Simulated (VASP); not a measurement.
CdTe, 2 atoms in the cell. The structure is cubic, space group F-43m (No. 216). The conventional cell has a = 6.410 Å, b = 6.410 Å, c = 6.410 Å, α = 90.00°, β = 90.00°, γ = 90.00°. Within 3.7 Å of Te (site symmetry -43m) lie 4 Cd at 2.78 Å. Within 3.7 Å of Cd (site symmetry -43m) lie 4 Te at 2.78 Å. 

* Program: VASP 6.6.1
* Task: relaxation of cell and atoms
* Functional: HF
* Potentials or basis: VASP PAW PBE potentials, release 64 (Te, Cd)
* Cutoff: 600 eV
* k mesh: 4 × 4 × 4
* Occupations: fermi-dirac, width 0.05 eV
* Spin: no spin polarisation
* Dipole correction: no
* Grid for exact exchange (PRECFOCK): Normal
* Further INCAR settings: ALGO = Normal; EDIFF = 1e-06; IBRION = 2; EDIFFG = -0.01; NSW = 60; ISIF = 3
* Share of exact exchange: 1

Potentials or basis: VASP PAW PBE potentials, release 64 (Te, Cd).

The run is started by

```console
$ cat potpaw_PBE.64/Te/POTCAR potpaw_PBE.64/Cd/POTCAR > POTCAR
$ cp INCAR.step1 INCAR
$ mpirun -np 1 vasp_std > vasp.out
$ cp INCAR.step2 INCAR
$ mpirun -np 1 vasp_std > vasp.out
```

Hardware: 1 thread of Intel(R) Xeon(R) Platinum 8488C (Sapphire Rapids), on a shared host.

Question: Estimate the wall time of this run.

Answer: It took 39 min on 1 thread of Intel(R) Xeon(R) Platinum 8488C (Sapphire Rapids), on a shared host, peak memory 0.23 GiB. Counts: k points 8, ion steps 3.
